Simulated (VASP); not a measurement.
Here is a VASP 6.6.1 calculation.

The input INCAR:

```
PREC     = Accurate       # precision mode
ENCUT    = 600            # plane-wave cutoff, eV
EDIFF    = 1E-6           # SCF threshold, eV
ISMEAR   = -1             # smearing method
SIGMA    = 0.02           # smearing width, eV
LREAL    = F              # projectors in reciprocal space
LASPH    = T              # aspherical terms in the spheres
NELM     = 60             # most SCF steps
ALGO     = Normal         # electronic algorithm
ISIF     = 3              # what is computed and relaxed
LWAVE    = F              # write WAVECAR
LCHARG   = F              # write CHGCAR
IBRION   = 2              # ionic algorithm
NSW      = 80             # ionic steps
EDIFFG   = -0.02          # ionic threshold
```

File KPOINTS:

```
Automatic mesh
0
Gamma
  8 8 3
```

The input POSCAR:

```
Mg
1.0
    3.1768300000      0.0000000000      0.0000000000
   -1.5884100000      2.7512100000      0.0000000000
    0.0000000000      0.0000000000     10.3188600000
Mg
4
Direct
    0.0000000000      0.0000000000      0.0000000000
    0.3333333333      0.6666666667      0.2500000000
    0.0000000000      0.0000000000      0.5000000000
    0.6666666667      0.3333333333      0.7500000000
```

Potentials or basis: VASP PAW LDA potentials, release 64 (Mg).

The run is started by

```console
$ cat potpaw_LDA.64/Mg/POTCAR > POTCAR
$ mpirun -np 1 vasp_std > vasp.out
```

Q: Predict the relaxed cell.

A: a = 3.132 Å, b = 3.132 Å, c = 10.139 Å, α = 90.00°, β = 90.00°, γ = 120.00°.

Q: Estimate the relaxed volume.

A: 21.54 Å³/atom.

Q: What does it give for the band gap on the k mesh?

A: Zero (band 4 reaches 3.88 eV, above the bottom of band 5 at 1.57 eV).

The path:
| step | energy change (eV) | largest force (eV/Å) | pressure (GPa) | volume (Å³) |
| --- | --- | --- | --- | --- |
| 1 | 0.0000 | 0.0000 | -1.71 | 90.19 |
| 2 | -0.0215 | 0.0000 | -0.44 | 87.08 |
| 3 | -0.0228 | 0.0000 | -0.01 | 86.15 |
